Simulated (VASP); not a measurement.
CuO:

```
Cu O
1.0
     0.00000    2.11656    2.11656
     2.11656    0.00000    2.11656
     2.11656    2.11656    0.00000
Cu O
1 1
Direct
  0.02950 0.02810 0.90803
  0.47050 0.47190 0.59197
```

```yaml
Program: VASP 6.6.1
Task: relaxation of cell and atoms
Functional: LDA
Potentials_or_basis: VASP PAW LDA potentials, release 64 (Cu, O)
Cutoff: 600 eV
k_mesh: 9 × 9 × 9
Occupations: fermi-dirac, width 0.05 eV
Spin: no spin polarisation
```

At the start: pressure 2.4 GPa; volume 9.48 Å³/atom.

Problem. Where does the relaxation end?

Solution. Over 33 steps the energy falls by 209.7 meV/atom and the volume is 8.78 Å³/atom (-7.5 %); space group R3m (No. 160, to 0.1 Å) before, Fm-3m (No. 225, to 0.1 Å).

Step by step:
```
step  energy change (eV)  largest force (eV/Å)  pressure (GPa)  volume (Å³)
   1              0.0000                0.7356            2.37        18.96
   2             -0.0611                0.8154           -6.26        19.35
   3             -0.1010                0.8251          -15.16        19.85
   4             -0.1208                0.8300          -15.61        19.80
   5             -0.1772                0.7577          -16.61        19.63
   6             -0.2562                0.4076          -16.81        19.30
   7             -0.2234                0.5949           -9.98        18.60
   8             -0.2744                0.1860          -15.33        19.04
   9             -0.3227                0.1876          -10.84        18.53
  10             -0.3669                0.1939           -0.54        17.61
  11             -0.3679                0.1978            1.73        17.44
  12             -0.3758                0.1671            1.57        17.45
  13             -0.3953                0.0989            1.25        17.46
  14             -0.4138                0.2063            1.15        17.47
  15             -0.4141                0.2405            1.22        17.47
  16             -0.4181                0.1030           -0.90        17.62
  17             -0.4183                0.0704           -1.35        17.66
  18             -0.4193                0.0173            0.34        17.52
  19             -0.4193                0.0164            0.18        17.54
  20             -0.4193                0.0168            0.27        17.54
  21             -0.4190                0.0400           -0.66        17.60
  22             -0.4193                0.0173            0.07        17.54
  23             -0.4194                0.0062           -0.03        17.55
  24             -0.4194                0.0116           -0.16        17.56
  25             -0.4194                0.0108            0.09        17.54
  26             -0.4194                0.0110            0.30        17.54
  27             -0.4194                0.0113           -0.02        17.55
  28             -0.4194                0.0111            0.03        17.55
  29             -0.4194                0.0109            0.09        17.55
  30             -0.4194                0.0109           -0.12        17.54
  31             -0.4194                0.0108            0.31        17.54
  32             -0.4194                0.0110            0.09        17.54
  33             -0.4194                0.0018           -0.03        17.55
```

Final structure:
```yaml
crystal:
  lattice:
    - [0.00051, 2.06298, 2.06261]
    - [2.06310, 0.00102, 2.06221]
    - [2.06247, 2.06332, -0.00048]
  atoms:
    - { symbol: Cu, position: [0.99997, 0.00000, 0.00005] }
    - { symbol: O, position: [0.50003, 0.50000, 0.49995] }
```

Caveat: an odd number of electrons without spin polarisation forces a metal; a magnetic or distorted state may lie lower.
